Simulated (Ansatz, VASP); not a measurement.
**Two plane-wave programs on TiSi2**

The input INCAR:

```
SYSTEM = TiSi2
  PREC = Accurate
  ENCUT = 600
  EDIFF = 1E-6
  ISMEAR = -1
  SIGMA = 0.05
  LREAL = .FALSE.
  LASPH = .TRUE.
  NELM = 100
  ALGO = Normal
  ISIF = 3
  LWAVE = .FALSE.
  LCHARG = .FALSE.
  GGA = CA
  IBRION = 2
  NSW = 60
  EDIFFG = -0.01
```

KPOINTS

```
regular mesh
0
G
  12 12 12
  0 0 0
```

Contents of POSCAR:

```
TiSi2
1.0
   -1.4728720000      1.7121300000      4.2120830000
    1.4728720000     -1.7121300000      4.2120830000
    1.4728720000      1.7121300000     -4.2120830000
Ti Si
1 2
Direct
    0.0000000000      0.0000000000      0.0000000000
    0.6700780000      0.6700780000      0.0000000000
    0.3299220000      0.3299220000      0.0000000000
```

input.yaml

```yaml
crystal:
  lattice:
    - [-1.472872, 1.71213, 4.212083]
    - [1.472872, -1.71213, 4.212083]
    - [1.472872, 1.71213, -4.212083]
  atoms:
    - { symbol: Ti, position: [0.0, 0.0, 0.0] }
    - { symbol: Si, position: [0.670078, 0.670078, 0.0] }
    - { symbol: Si, position: [0.329922, 0.329922, 0.0] }
hamiltonian:
  xc: lda
  pseudopotentials: { kind: paw }
kpoints:
  mp_grid: { grid: [12, 12, 12] }
scf:
  occupations: { method: fermi_dirac, width: 0.05 }
output:
  forces: true
  stress: true
  eigenvalues: true
  write_density: true
  write_potential: true
  elf: true
  volumetric_format: npy
relax:
  f_tol: 0.01
  max_steps: 40
  cell: { stress_tol: 0.05 }
```

Alike in both runs: task relaxation of cell and atoms; functional LDA; k mesh 12 × 12 × 12; occupations fermi-dirac, width 0.05 eV; no spin polarisation.

```csv
,VASP,Ansatz
version,VASP 6.6.1,Ansatz 0.2.0
potentials or method,"VASP PAW LDA potentials, release 64 (Ti_sv, Si)",Ansatz PAW
plane-wave cutoff (eV),600,420
valence electrons in the cell,20,20
```

|  | VASP | Ansatz | Ansatz less VASP |
| --- | --- | --- | --- |
| gap on the k mesh at the Fermi level, each at its own relaxed structure (eV) | none | none | - |
| relaxed volume (Å³/atom) | 13.54 | 13.52 | -0.012 |
| relaxed cell length with the largest relative difference (Å) | 4.698 | 4.697 | -0.0015 |

LDA's correlation is that of Perdew and Zunger in VASP and of Perdew and Wang (1992) in Ansatz. A gap of «none» marks a metal or a gap that the smearing closes.

Noted on Ansatz's run: the plane-wave basis is chosen anew once the cell has moved, so the energies of steps on either side of that aren't comparable.
